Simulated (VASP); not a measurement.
Set up this calculation in VASP 6.6.1, as the native input.

```yaml
Task: single point
Functional: PBE
Potentials_or_basis: VASP PAW PBE potentials, release 64 (C)
Cutoff: 520 eV
k_mesh: 12 × 12 × 12
Occupations: gaussian, width 0.05 eV
Spin: no spin polarisation
Dipole_correction: no
Further_INCAR_settings: ALGO = Normal; EDIFF = 1e-06; NBANDS = 11
```

The structure of C lies in POSCAR:

```
C
1.0
    0.0000000000      1.5909913681      2.2496617945
    1.5909913681      0.0000000000      2.2496617945
    1.5909913681      1.5909913681      0.0000000000
C
2
Direct
    0.5000000000      0.5000000000      0.5000000000
    0.7500000000      0.7500000000      0.7500000000
```

This cell differs from its parent crystal: ratio of the length along z to the lengths across it x 1.414, volume and fractional coordinates fixed.

One way to write it, as run:

INCAR

```
SYSTEM = C
  PREC = Accurate
  ENCUT = 520
  EDIFF = 1E-6
  ISMEAR = 0
  SIGMA = 0.05
  LREAL = .False.
  LASPH = .True.
  NELM = 100
  ALGO = Normal
  ISIF = 2
  LWAVE = .False.
  LCHARG = .False.
  GGA = PE
  NBANDS = 11
```

KPOINTS

```
regular mesh
0
Gamma
  12 12 12
  0 0 0
```

Potentials or basis: VASP PAW PBE potentials, release 64 (C).

Command:

```sh
$ cat potpaw_PBE.64/C/POTCAR > POTCAR
$ mpirun -np 1 vasp_std > vasp.out
```

It gave:

* Pressure: 7.4 GPa
* Band gap on the k mesh: zero (band 4 reaches 12.34 eV, above the bottom of band 5 at 11.60 eV)

It took 12 s on 1 thread of Intel(R) Xeon(R) Platinum 8259CL CPU @ 2.50GHz (Skylake/Cascade Lake), on a shared host, peak memory 0.12 GiB.
